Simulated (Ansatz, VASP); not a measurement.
Mn: VASP beside Ansatz

```
CELL_PARAMETERS angstrom
2.45143 0.00000 0.00000
-1.22572 2.12300 0.00000
0.00000 0.00000 3.96550
ATOMIC_POSITIONS crystal
Mn 0.33333 0.66667 0.25000
Mn 0.66667 0.33333 0.75000
```

Alike in both runs: functional PBEsol; k mesh 18 × 18 × 10; occupations gaussian, width 0.1 eV; no spin polarisation.

Ansatz relaxed the structure, and its values are those at the end. VASP's run is a single point on that final structure, the one shown.

|  | VASP | Ansatz |
| --- | --- | --- |
| version | VASP 6.6.1 | Ansatz 0.2.0 |
| potentials or method | VASP PAW PBE potentials, release 64 (Mn_pv), cutoff 520 eV | scalar-relativistic, plane waves, PAW |
| valence electrons in the cell | 26 | 30 |

|  | VASP | Ansatz | Ansatz less VASP |
| --- | --- | --- | --- |
| gap on the k mesh at the Fermi level (eV) | none | none | - |
| pressure (GPa) | 0.0 | 0.0 | +0.04 |

VASP's potentials were made for PBE, not for PBEsol. A gap of «none» marks a metal or a gap that the smearing closes. VASP's potentials hold 26 valence electrons a cell and Ansatz's 30, so a difference there can come from the potentials and not from the codes.
